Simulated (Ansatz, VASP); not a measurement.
## Rh: VASP beside Ansatz

File POSCAR:

```
Rh
1.0
    0.0000000000      1.8999524424      1.8999524424
    1.8999524424      0.0000000000      1.8999524424
    1.8999524424      1.8999524424      0.0000000000
Rh
1
Direct
    0.0000000000      0.0000000000      0.0000000000
```

INCAR.step1

```
SYSTEM = Rh
PREC = Accurate
ENCUT = 520
ISMEAR = 0
SIGMA = 0.1
LREAL = .FALSE.
LASPH = .TRUE.
NELM = 80
NBANDS = 14
GGA = PE
ALGO = Normal
EDIFF = 1E-4
LWAVE = .TRUE.
LCHARG = .FALSE.
```

INCAR.step2

```
SYSTEM = Rh
PREC = Accurate
ENCUT = 520
EDIFF = 1E-6
ISMEAR = 0
SIGMA = 0.1
LREAL = .FALSE.
LASPH = .TRUE.
NELM = 80
ALGO = Normal
ISIF = 2
LWAVE = .FALSE.
LCHARG = .TRUE.
METAGGA = R2SCAN
LMIXTAU = .TRUE.
LELF = .TRUE.
LVHAR = .TRUE.
NBANDS = 14
ISTART = 1
```

The input KPOINTS:

```
Automatic mesh
0
G
  18 18 18
  0 0 0
```

Input for Ansatz:

```yaml
crystal:
  lattice:
    - [0.0, 1.8999524424, 1.8999524424]
    - [1.8999524424, 0.0, 1.8999524424]
    - [1.8999524424, 1.8999524424, 0.0]
  atoms:
    - { symbol: Rh, position: [0.0, 0.0, 0.0] }
basis:
  ecutwfc: 500
kpoints:
  mp_grid: { grid: [18, 18, 18] }
  band_path:
    path:
      - [[0.0, 0.0, 0.0], [0.5, 0.0, 0.5], [0.625, 0.25, 0.625]]
      - [[0.375, 0.375, 0.75], [0.0, 0.0, 0.0], [0.5, 0.5, 0.5], [0.5, 0.25, 0.75], [0.5, 0.0, 0.5]]
    npoints: 14
hamiltonian:
  xc: r2scan
scf:
  occupations: { method: gaussian, width: 0.1 }
  n_extra_bands: 6
output:
  forces: true
  stress: true
  eigenvalues: true
  populations: true
  dos: { projected: true, de: 0.02, nscf_kmesh: { grid: [27, 27, 27] } }
  bader: true
  write_density: true
  write_potential: true
  elf: true
  volumetric_format: npy
```

Alike in both runs: task single point; functional r2SCAN; k mesh 18 × 18 × 18; occupations gaussian, width 0.1 eV; no spin polarisation.

```csv
,VASP,Ansatz
version,VASP 6.6.1,Ansatz 0.2.0
potentials or method,"VASP PAW PBE potentials, release 64 (Rh_pv), cutoff 520 eV","scalar-relativistic, plane waves, PAW"
valence electrons in the cell,15,17
```

Ansatz gave:

| Property | Result |
| --- | --- |
| gap on the k mesh at the Fermi level (eV) | none |
| pressure (GPa) | 0.0 |

Problem. What did VASP give for the same quantities?

Solution. gap on the k mesh at the Fermi level (eV): none; pressure (GPa): 1.2.

VASP's potentials were made for PBE, not for r2SCAN. A gap of «none» marks a metal or a gap that the smearing closes. The functional is the same, so the differences come from potentials, cutoffs and numerics. VASP's potentials hold 15 valence electrons a cell and Ansatz's 17, so a difference there can come from the potentials and not from the codes.
